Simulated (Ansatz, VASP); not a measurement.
**TePb: VASP beside Ansatz**

File INCAR:

```
PREC = Accurate
ENCUT = 500
EDIFF = 1E-6
ISMEAR = -1
SIGMA = 0.05
LREAL = F
LASPH = T
NELM = 120
ALGO = Normal
ISIF = 2
LWAVE = F
LCHARG = T
GGA = LIBXC
LIBXC1 = GGA_X_B88
LIBXC2 = GGA_C_PBE
LELF = T
LVHAR = T
NBANDS = 17
GGA_COMPAT = F
```

Contents of KPOINTS:

```
Automatic mesh
0
Gamma
  7 7 7
```

Contents of POSCAR:

```
TePb
1.0
    0.0000000000      3.2943690292      3.2943690292
    3.2943690292      0.0000000000      3.2943690292
    3.2943690292      3.2943690292      0.0000000000
Pb Te
1 1
Direct
    0.0000000000      0.0000000000      0.0000000000
    0.5000000000      0.5000000000      0.5000000000
```

The input input.yaml:

```yaml
crystal:
  lattice:
    - [0.0, 3.2943690292, 3.2943690292]
    - [3.2943690292, 0.0, 3.2943690292]
    - [3.2943690292, 3.2943690292, 0.0]
  atoms:
    - { symbol: Pb, position: [0.0, 0.0, 0.0] }
    - { symbol: Te, position: [0.5, 0.5, 0.5] }
hamiltonian:
  xc: { exchange: b88, correlation: pbe }
  pseudopotentials: { kind: paw }
kpoints:
  mp_grid: { grid: [7, 7, 7] }
scf:
  occupations: { method: fermi_dirac, width: 0.05 }
output:
  forces: true
  stress: true
  eigenvalues: true
  write_density: true
  write_potential: true
  elf: true
  volumetric_format: npy
```

Alike in both runs: task single point; functional b88 exchange, pbe correlation; k mesh 7 × 7 × 7; occupations fermi-dirac, width 0.05 eV; no spin polarisation.

```csv
,VASP,Ansatz
version,VASP 6.6.1,Ansatz 0.2.0
potentials or method,"VASP PAW PBE potentials, release 64 (Pb_d, Te)",Ansatz PAW
plane-wave cutoff (eV),500,420
valence electrons in the cell,20,30
```

Ansatz gave:

* pressure (GPa): -0.5

Task: What did VASP give for the same quantities?

Result: Pressure (GPa): -0.6.

VASP's potentials were made for PBE, not for b88 exchange, pbe correlation. With one functional, cell and mesh, what is left measures potentials, basis and numerics. VASP's potentials hold 20 valence electrons a cell and Ansatz's 30, so a difference there can come from the potentials and not from the codes.

Spin-orbit coupling is off throughout.
